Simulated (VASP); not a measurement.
Input of a VASP 6.6.1 run:

The input INCAR:

```
ALGO = Normal ; EDIFF = 1E-7
ENCUT = 520 ; GGA = PE
ISIF = 2 ; ISMEAR = 0
LASPH = True ; LCHARG = True
LELF = True ; LREAL = False
LVHAR = True ; LWAVE = False
NBANDS = 24 ; NELM = 60
PREC = Accurate ; SIGMA = 0.1
```

KPOINTS

```
k-points
0
Gamma
  6 6 6
```

Contents of POSCAR:

```
Na2ReP2
1.0
   -2.0348587735      2.0348587735      5.3389858908
    2.0348587735     -2.0348587735      5.3389858908
    2.0348587735      2.0348587735     -5.3389858908
Na Re P
2 1 2
Direct
    0.2500000000      0.7500000000      0.5000000000
    0.7500000000      0.2500000000      0.5000000000
    0.0000000000      0.0000000000      0.0000000000
    0.6260000000      0.6260000000      0.0000000000
    0.3740000000      0.3740000000      0.0000000000
```

Potentials or basis: VASP PAW PBE potentials, release 64 (Na_pv, Re, P).

Launch:

```sh
$ cat potpaw_PBE.64/Na_pv/POTCAR potpaw_PBE.64/Re/POTCAR potpaw_PBE.64/P/POTCAR > POTCAR
$ mpirun -np 1 vasp_std > vasp.out
```

(1) What does it give for the band gap on the k mesh?

(2) Predict the pressure.

Results:

(1) zero (an odd number of electrons rules out a gap without spin polarisation).

(2) 1.2 GPa.

Caveat: spin-orbit coupling is left out, which moves the levels of the heavy elements; forces of over 1 eV/Å act on the atoms, so gaps and moduli don't describe the material at rest.
